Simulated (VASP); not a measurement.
ZnS, 8 atoms in the cell. Symmetry: P6_3mc, No. 186, hexagonal system. The conventional cell has a = 3.847 Å, b = 3.847 Å, c = 12.401 Å, α = 90.00°, β = 90.00°, γ = 120.00°. Zn (site symmetry 3m) has 4 S at 2.32 to 2.35 Å within 3.1 Å. Within 3.1 Å of Zn (site symmetry 3m) lie 4 S at 2.33 to 2.35 Å. Within 3.1 Å of S (site symmetry 3m) lie 4 Zn at 2.32 to 2.35 Å. Within 3.1 Å of S (site symmetry 3m) lie 4 Zn at 2.33 to 2.35 Å.  This cell differs from its parent crystal: strain +0.000 along x and y, -0.015 along z.

| Property | Result |
| --- | --- |
| Program | VASP 6.6.1 |
| Task | single point |
| Functional | PBE |
| Potentials or basis | VASP PAW PBE potentials, release 64 (Zn, S) |
| Cutoff | 520 eV |
| k mesh | 12 × 12 × 2 |
| Occupations | gaussian, width 0.05 eV |
| Spin | no spin polarisation |
| Dipole correction | no |
| Further INCAR settings | ALGO = Normal; EDIFF = 1e-07; NBANDS = 46 |

Potentials or basis: VASP PAW PBE potentials, release 64 (Zn, S).

Launch:

```sh
$ cat potpaw_PBE.64/Zn/POTCAR potpaw_PBE.64/S/POTCAR > POTCAR
$ mpirun -np 1 vasp_std > vasp.out
```

Hardware: 1 thread of Intel(R) Xeon(R) Platinum 8559C (Emerald Rapids) (shared host).

Question: How long does it take, and how much memory?

Answer: It took 4.9 min on 1 thread of Intel(R) Xeon(R) Platinum 8559C (Emerald Rapids), on a shared host, peak memory 0.38 GiB. Counts: scf iterations 16, k points 38.
